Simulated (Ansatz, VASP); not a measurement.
## ZnTe3O in VASP and in Ansatz

Contents of INCAR:

```
ALGO = Normal
EDIFF = 1E-6
EDIFFG = -0.01
ENCUT = 600
GGA = PE
IBRION = 2
ISIF = 3
ISMEAR = 0
LASPH = T
LCHARG = F
LREAL = F
LWAVE = F
NELM = 80
NSW = 100
PREC = Accurate
SIGMA = 0.1
```

The input KPOINTS:

```
k-points
0
Gamma
  6 6 10
```

POSCAR

```
ZnTe3O
1.0
    6.3817570940      0.0000000000      0.0000000000
   -3.1908785470      5.5267637642      0.0000000000
    0.0000000000      0.0000000000      3.5315892229
Zn Te O
1 3 1
Direct
    0.0000000000      0.0000000000      0.0000000000
    0.5000000000      0.5000000000      0.5000000000
    0.0000000000      0.5000000000      0.5000000000
    0.5000000000      0.0000000000      0.5000000000
    0.0000000000      0.0000000000      0.5000000000
```

Input for Ansatz:

```yaml
crystal:
  lattice:
    - [6.381757094, 0.0, 0.0]
    - [-3.190878547, 5.5267637642, 0.0]
    - [0.0, 0.0, 3.5315892229]
  atoms:
    - { symbol: Zn, position: [0.0, 0.0, 0.0] }
    - { symbol: Te, position: [0.5, 0.5, 0.5] }
    - { symbol: Te, position: [0.0, 0.5, 0.5] }
    - { symbol: Te, position: [0.5, 0.0, 0.5] }
    - { symbol: O, position: [0.0, 0.0, 0.5] }
basis:
  ecutwfc: 420
kpoints:
  mp_grid: { grid: [6, 6, 10] }
hamiltonian:
  xc: pbe
scf:
  occupations: { method: gaussian, width: 0.1 }
output:
  forces: true
  stress: true
  eigenvalues: true
relax:
  adjacent_minimum: "off"
  f_tol: 0.01
  max_steps: 80
  cell: { stress_tol: 0.05 }
```

Alike in both runs: task relaxation of cell and atoms; functional PBE; k mesh 6 × 6 × 10; occupations gaussian, width 0.1 eV; no spin polarisation.

|  | VASP | Ansatz |
| --- | --- | --- |
| version | VASP 6.6.1 | Ansatz 0.2.0 |
| potentials or method | VASP PAW PBE potentials, release 64 (Zn, Te, O), cutoff 600 eV | scalar-relativistic, plane waves, PAW |
| valence electrons in the cell | 36 | 66 |

```tsv
	VASP	Ansatz	Ansatz less VASP
gap on the k mesh at the Fermi level, each at its own relaxed structure (eV)	none	none	-
relaxed volume (Å³/atom)	25.20	25.20	-0.006
relaxed length of the cell vector where the two differ most in proportion (Å)	3.499	3.483	-0.0156
```

A gap of «none» marks a metal or a gap that the smearing closes. VASP's potentials hold 36 valence electrons a cell and Ansatz's 66, so a difference there can come from the potentials and not from the codes.

Spin-orbit coupling is off throughout.
